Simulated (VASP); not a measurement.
Set up this calculation in VASP 6.6.1, as the native input.

- Task: single point
- Functional: PBEsol
- Potentials or basis: VASP PAW PBE potentials, release 64 (Mn_pv, S)
- Cutoff: 520 eV
- k mesh: 9 × 9 × 9
- Occupations: fermi-dirac, width 0.05 eV
- Spin: collinear spin, ferromagnetic start
- Starting moments: [4.0, 0.0] μB
- Dipole correction: no
- Further INCAR settings: ALGO = Normal; EDIFF = 1e-07; NBANDS = 20

The structure of MnS lies in POSCAR:

```
MnS
1.0
    0.0000000000      2.4560939118      2.4560939118
    2.4560939118      0.0000000000      2.4560939118
    2.4560939118      2.4560939118      0.0000000000
Mn S
1 1
Direct
    0.0000000000      0.0000000000      0.0000000000
    0.7500000000      0.7500000000      0.7500000000
```

These files were run (other wordings do the same):

INCAR

```
SYSTEM = MnS
  PREC = Accurate
  ENCUT = 520
  EDIFF = 1E-7
  ISMEAR = -1
  SIGMA = 0.05
  LREAL = .FALSE.
  LASPH = .TRUE.
  NELM = 150
  ALGO = Normal
  ISIF = 2
  LWAVE = .FALSE.
  LCHARG = .TRUE.
  ISPIN = 2
  MAGMOM = 4 0
  LORBIT = 11
  LMAXMIX = 4
  GGA = PS
  LELF = .TRUE.
  LVHAR = .TRUE.
  NBANDS = 20
```

KPOINTS

```
Automatic mesh
0
G
  9 9 9
  0 0 0
```

Potentials or basis: VASP PAW PBE potentials, release 64 (Mn_pv, S).

Launch:

```bash
$ cat potpaw_PBE.64/Mn_pv/POTCAR potpaw_PBE.64/S/POTCAR > POTCAR
$ mpirun -np 1 vasp_std > vasp.out
```

It gave:

```
Pressure                                              : 0.3 GPa
Net moment                                            : 0.21 μB per cell
Site moments                                          : Mn +0.20; S -0.01 μB
Valence electrons inside the program's atomic spheres : Mn 12.09; S 3.73
```

Caveat: the PAW data sets were made with another functional, which shifts forces and pressure a little; the moment fell far below its start of 4 μB, so a state of higher moment may lie lower in energy.

It took 87 s on 1 thread of AMD EPYC 7R43 64-Core Processor (Zen 3), with other jobs on the host, peak memory 0.15 GiB.
